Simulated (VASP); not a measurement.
The system is GaSb.

```
CELL_PARAMETERS angstrom
0.00000 3.03847 3.03847
3.03847 0.00000 3.03847
3.03847 3.03847 0.00000
ATOMIC_POSITIONS crystal
Sb 0.75000 0.75000 0.75000
Ga 0.00000 0.00000 0.00000
```

Base run:

- Program: VASP 6.6.1
- Functional: r2SCAN
- Dispersion: D4
- Potentials or basis: VASP PAW PBE potentials, release 64 (Sb, Ga_d)
- Cutoff: 520 eV
- k mesh: 8 × 8 × 8
- Occupations: fermi-dirac, width 0.05 eV
- Spin: no spin polarisation

Its results: band gap on the k mesh 0.60 eV, direct; pressure 0.9 GPa.

The run is repeated on the same cell with these changes: dispersion from D4 to none. What comes out?

Band gap on the k mesh 0.60 eV, direct; pressure 1.6 GPa.

Dispersion adds attraction, which lowers the pressure at fixed volume and, as a term added to the energy, leaves the levels alone.

Caveats: the PAW data sets were made with another functional, which shifts forces and pressure a little; spin-orbit coupling is left out, which moves the levels of the heavy elements.

A k mesh can miss the band edges.
